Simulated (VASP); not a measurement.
# Si (P1) in VASP: single point with PBE

Aim: the single point of Si with PBE.

Everything below comes from runs of VASP 6.6.1. Logs are shortened: lines on timing, memory, paths and dates and some standing lists are left out, and cuts for length are marked.

## 1. The cell of the first run

The typed cell holds 8 atoms: a = 5.431 Å, b = 5.431 Å, c = 5.431 Å, α = 90.00°, β = 90.00°, γ = 90.00°.

## 2. Single point, PBE

INCAR

```
SYSTEM = Si
  PREC = Accurate
  ENCUT = 500
  EDIFF = 1E-6
  ISMEAR = 0
  SIGMA = 0.01
  LREAL = .False.
  LASPH = .True.
  NELM = 120
  ALGO = Normal
  ISIF = 2
  LWAVE = .False.
  LCHARG = .False.
  GGA = PE
  NBANDS = 26
  GGA_COMPAT = .False.
```

KPOINTS

```
Automatic mesh
0
Gamma
  1 1 1
  0 0 0
```

POSCAR

```
Si
1.0
    5.4310000000      0.0000000000      0.0000000000
    0.0000000000      5.4310000000      0.0000000000
    0.0000000000      0.0000000000      5.4310000000
Si
8
Direct
    0.0099120000     -0.0000160000      0.0000190000
   -0.0001590000      0.4900010000      0.5001830000
    0.5000250000      0.0000080000      0.5151160000
    0.4999800000      0.4999100000      0.0001360000
    0.2498670000      0.2601560000      0.2501530000
    0.2500190000      0.7500070000      0.7398260000
    0.7598690000      0.2501090000      0.7500910000
    0.7500490000      0.7498550000      0.2500900000
```

Potentials or basis: VASP PAW PBE potentials, release 64 (Si).

The run is started by

```console
$ cat potpaw_PBE.64/Si/POTCAR > POTCAR
$ mpirun -np 1 vasp_gam > vasp.out
```

OUTCAR:

```text
SYSTEM = Si
   PREC = Accurate
   ENCUT = 500
   EDIFF = 1E-6
   ISMEAR = 0
   LREAL = .False.
   LASPH = .True.
   NELM = 120
   ISIF = 2
   GGA = PE

 ion  position               nearest neighbor table
   1  0.010  1.000  0.000-   7 2.35   5 2.35   6 2.35   8 2.38
   2  1.000  0.490  0.500-   7 2.29   5 2.29   6 2.35   8 2.38
   3  0.500  0.000  0.515-   6 2.28   7 2.34   8 2.40   5 2.43
   4  0.500  0.500  0.000-   5 2.32   8 2.35   7 2.38   6 2.38
   5  0.250  0.260  0.250-   2 2.29   4 2.32   1 2.35   3 2.43
   6  0.250  0.750  0.740-   3 2.28   2 2.35   1 2.35   4 2.38
   7  0.760  0.250  0.750-   2 2.29   3 2.34   1 2.35   4 2.38
   8  0.750  0.750  0.250-   4 2.35   2 2.38   1 2.38   3 2.40

  LATTYP: Found a simple cubic cell.
 ALAT       =     5.4310000000

  Lattice vectors:

 A1 = (   5.4310000000,   0.0000000000,   0.0000000000)
 A2 = (   0.0000000000,   5.4310000000,   0.0000000000)
 A3 = (   0.0000000000,   0.0000000000,   5.4310000000)

Analysis of symmetry for initial positions (statically):
=====================================================================
 Subroutine PRICEL returns:
 Original cell was already a primitive cell.

 Routine SETGRP: Setting up the symmetry group for a
 simple cubic supercell.

 Subroutine GETGRP returns: Found  1 space group operations
 (whereof  1 operations were pure point group operations)
 out of a pool of 48 trial point group operations.

The static configuration has the point symmetry C_1 .

Analysis of symmetry for dynamics (positions and initial velocities):
=====================================================================
 Subroutine PRICEL returns:
 Original cell was already a primitive cell.

 Routine SETGRP: Setting up the symmetry group for a
 simple cubic supercell.

 Subroutine GETGRP returns: Found  1 space group operations
 (whereof  1 operations were pure point group operations)
 out of a pool of 48 trial point group operations.

The dynamic configuration has the point symmetry C_1 .

 Subroutine INISYM returns: Found  1 space group operations
 (whereof  1 operations are pure point group operations),
 and found     1 'primitive' translations

----------------------------------------------------------------------------------------

                                     Primitive cell

  volume of cell :     160.1915

  direct lattice vectors                    reciprocal lattice vectors
     5.431000000  0.000000000  0.000000000     0.184128153  0.000000000  0.000000000
     0.000000000  5.431000000  0.000000000     0.000000000  0.184128153  0.000000000
     0.000000000  0.000000000  5.431000000     0.000000000  0.000000000  0.184128153

  length of vectors
     5.431000000  5.431000000  5.431000000     0.184128153  0.184128153  0.184128153

  position of ions in fractional coordinates (direct lattice)
     0.009912000  0.999984000  0.000019000
     0.999841000  0.490001000  0.500183000
     0.500025000  0.000008000  0.515116000
     0.499980000  0.499910000  0.000136000
     0.249867000  0.260156000  0.250153000
     0.250019000  0.750007000  0.739826000
     0.759869000  0.250109000  0.750091000
     0.750049000  0.749855000  0.250090000

  ion indices of the primitive-cell ions
   primitive index   ion index
                 1           1
                 2           2
                 3           3
                 4           4
                 5           5
                 6           6
                 7           7
                 8           8

----------------------------------------------------------------------------------------

 KPOINTS: Automatic mesh

Automatic generation of k-mesh.
 Grid dimensions read from file:
 generate k-points for:    1    1    1

 Generating k-lattice:

  Cartesian coordinates                     Fractional coordinates (reciprocal lattice)
     0.184128153  0.000000000  0.000000000     1.000000000  0.000000000  0.000000000
     0.000000000  0.184128153  0.000000000     0.000000000  1.000000000  0.000000000
     0.000000000  0.000000000  0.184128153     0.000000000  0.000000000  1.000000000

  Length of vectors
     0.184128153  0.184128153  0.184128153

  Shift w.r.t. Gamma in fractional coordinates (k-lattice)
     0.000000000  0.000000000  0.000000000

 Subroutine IBZKPT returns following result:
 ===========================================

 Found      1 irreducible k-points:

 Following reciprocal coordinates:
            Coordinates               Weight
  0.000000  0.000000  0.000000      1.000000
   k-points           NKPTS =      1   k-points in BZ     NKDIM =      1   number of bands    NBANDS=     26
   number of dos      NEDOS =    301   number of ions     NIONS =      8
   total plane-waves  NPLWV =  64000
   dimension x,y,z NGX =    40 NGY =   40 NGZ =   40
   dimension x,y,z NGXF=    80 NGYF=   80 NGZF=   80
   ions per type =               8
   NGX,Y,Z   is equivalent  to a cutoff of  12.24, 12.24, 12.24 a.u.
   NGXF,Y,Z  is equivalent  to a cutoff of  24.49, 24.49, 24.49 a.u.
 SYSTEM =  Si
   PREC   = accura    normal or accurate (medium, high low for compatibility)
   ISTART =      0    job   : 0-new  1-cont  2-samecut
   ICHARG =      2    charge: 1-file 2-atom 10-const
   ISPIN  =      1    spin polarized calculation?
   LNONCOLLINEAR =      F non collinear calculations
   LSORBIT =      F    spin-orbit coupling
   LASPH  =      T    aspherical Exc in radial PAW
   ENCUT  =  500.0 eV  36.75 Ry    6.06 a.u.   9.90  9.90  9.90*2*pi/ulx,y,z
   NELM   =    120;   NELMIN=  2; NELMDL= -5     # of ELM steps
   EDIFF  = 0.1E-05   stopping-criterion for ELM
   LREAL  =      F    real-space projection
   EDIFFG = 0.1E-04   stopping-criterion for IOM
   NSW    =      0    number of steps for IOM
   IBRION =     -1    ionic relax: 0-MD 1-quasi-New 2-CG
   NFREE  =      0    steps in history (QN), initial steepest desc. (CG)
   ISIF   =      2    stress and relaxation
   ISYM   =      2    0-nonsym 1-usesym 2-fastsym
   POTIM  = 0.5000    time-step for ionic-motion
   TEBEG  =    0.0;   TEEND  =   0.0 temperature during run
   PSTRESS=    0.0 pullay stress
   NELECT =      32.0000    total number of electrons
   NUPDOWN=      -1.0000    fix difference up-down
   EMIN   =  10.00;   EMAX   =-10.00  energy-range for DOS
   EFERMI =   0.00;   METHOD = LEGACY
   ISMEAR =     0;   SIGMA  =   0.01  broadening in eV -4-tet -1-fermi 0-gaus
   EFERMI_NEDOS =   21; number of points for ismear=-14 and -15
   IALGO  =     38    algorithm
   IMIX   =      4    mixing-type and parameters
     AMIX     =   0.40;   BMIX     =  1.00
     AMIX_MAG =   1.60;   BMIX_MAG =  1.00
  volume/ion in A,a.u.               =      20.02       135.13
  Fermi-wavevector in a.u.,A,eV,Ry     =   0.956999  1.808467 12.460868  0.915848
  Thomas-Fermi vector in A             =   2.085978
   LORBIT       =      0    0 simple, 1 ext, 2 COOP (PROOUT), +10 PAW based schemes
   GGA     = PE    functional components
   LHFCALC =     F    Hartree Fock is set to
   AEXX    =    0.0000 exact exchange contribution
   IVDW    =     0    specifies the selected vdW correction
   LEPSILON=     F    determine dielectric tensor
   LRPA    =     F    only Hartree local field effects (RPA)
 non-spin polarized calculation
 Gauss-broadening in eV      SIGMA  =   0.01
  energy-cutoff  :      500.00
  volume of cell :      160.19
 maximum number of plane-waves:      2034
 NGX is ok and might be reduce to    40
   NGX = 19   NGY = 19   NGZ = 19

 number of electron      32.0000003 magnetization

 Free energy of the ion-electron system (eV)
  ---------------------------------------------------
  ext. energy  EPLUGINS =         0.00000000
  ---------------------------------------------------
  free energy    TOTEN  =       -33.06356657 eV

  energy without entropy =      -33.06356657  energy(sigma->0) =      -33.06356657

 E-fermi :   6.4082     XC(G=0):  -9.1987

 val. band max:        6.3235548804   @ k =   0.0000   0.0000   0.0000
 cond. band min:       6.5856208972   @ k =   0.0000   0.0000   0.0000
 fundamental gap:      0.2620660168
 Fermi energy:         6.4081760029

 k-point     1 :       0.0000    0.0000    0.0000
  band No.  band energies     occupation
      1      -5.8863      2.00000
      2      -1.9279      2.00000
      3      -1.8393      2.00000
      4      -1.7410      2.00000
      5      -1.6749      2.00000
      6      -1.5939      2.00000
[... 18 lines left out ...]
     25       8.7077      0.00000
     26       9.5219      0.00000

------------------------ aborting loop because EDIFF is reached ----------------------------------------

  FORCE on cell =-STRESS in cart. coord.  units (eV):
  Direction    XX          YY          ZZ          XY          YZ          ZX
  --------------------------------------------------------------------------------------
  -------------------------------------------------------------------------------------
  Total       10.9335720     10.6063756     10.8018278      1.4910895     -0.0611659     -1.0727672
  in kB      109.3536395    106.0811399    108.0359820     14.9133387     -0.6117590    -10.7294305
  external PRESSURE =     107.8235872 kB  Pullay stress =       0.0000000 kB

 VOLUME and BASIS-vectors are now :
 -----------------------------------------------------------------------------
  energy-cutoff  :      500.00
  volume of cell :      160.19
      direct lattice vectors                 reciprocal lattice vectors
     5.431000000  0.000000000  0.000000000     0.184128153  0.000000000  0.000000000
     0.000000000  5.431000000  0.000000000     0.000000000  0.184128153  0.000000000
     0.000000000  0.000000000  5.431000000     0.000000000  0.000000000  0.184128153

 POSITION                                       TOTAL-FORCE (eV/Angst)
 -----------------------------------------------------------------------------------
      0.05383      5.43091      0.00010         0.176950     -0.081099      0.006838
      5.43014      2.66120      2.71649        -0.325269      0.860478     -0.588983
      2.71564      0.00004      2.79759         0.327350      0.748175     -0.893423
      2.71539      2.71501      0.00074         0.201464      0.365248     -0.744806
      1.35703      1.41291      1.35858         0.493839     -0.786840      0.383301
      1.35785      4.07329      4.01800        -0.439847     -0.934519      0.557307
      4.12685      1.35834      4.07374        -0.227962     -0.325731      0.953695
      4.07352      4.07246      1.35824        -0.206526      0.154288      0.326073
 -----------------------------------------------------------------------------------
    total drift:                                0.000044      0.000005     -0.000029

  FREE ENERGIE OF THE ION-ELECTRON SYSTEM (eV)
  ---------------------------------------------------
  free  energy   TOTEN  =       -33.0635665695 eV

  energy  without entropy=      -33.0635665695  energy(sigma->0) =      -33.06356657
```

Run time: 12 s. Hardware: 1 thread of Intel Xeon Platinum 8375C at 2.90GHz (Ice Lake), shared host; peak memory 0.21 GiB.

Results:

```yaml
Free_energy: -33.0636 eV
Pressure: 10.8 GPa
Largest_force: 1.210 eV/Å
Band_gap_on_the_k_mesh: 0.26 eV
```

Forces on the atoms (eV/Å):
```
Si   0.177 -0.081  0.007
Si  -0.325  0.860 -0.589
Si   0.327  0.748 -0.893
Si   0.201  0.365 -0.745
Si   0.494 -0.787  0.383
Si  -0.440 -0.935  0.557
Si  -0.228 -0.326  0.954
Si  -0.207  0.154  0.326
```

Caveat: the k points lie up to 1.16 Å⁻¹ apart; forces of over 1 eV/Å act on the atoms, so gaps and moduli don't describe the material at rest.
